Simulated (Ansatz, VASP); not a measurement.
# ZrB2 in VASP and in Ansatz

```
Zr B
1.0
     1.56309    0.90245    4.24279
    -1.56309    0.90245    4.24279
     0.00000   -1.80491    4.24279
Zr B
1 2
Direct
  0.00000 0.00000 0.00000
  0.81395 0.81395 0.81395
  0.18605 0.18605 0.18605
```

Alike in both runs: functional PBE; k mesh 18 × 18 × 18; occupations gaussian, width 0.1 eV; no spin polarisation.

Ansatz relaxed the structure, and its values are those at the end. VASP's run is a single point on that final structure, the one shown.

|  | VASP | Ansatz |
| --- | --- | --- |
| version | VASP 6.6.1 | Ansatz 0.2.0 |
| potentials or method | VASP PAW PBE potentials, release 64 (Zr_sv, B), cutoff 520 eV | scalar-relativistic, plane waves, PAW |
| valence electrons in the cell | 18 | 18 |

Ansatz gave:

```
gap on the k mesh at the Fermi level (eV) : none
pressure (GPa)                            : 0.0
```

Question: Estimate VASP's values.

Answer: gap on the k mesh at the Fermi level (eV): none; pressure (GPa): 0.1.

A gap of «none» marks a metal or a gap that the smearing closes.
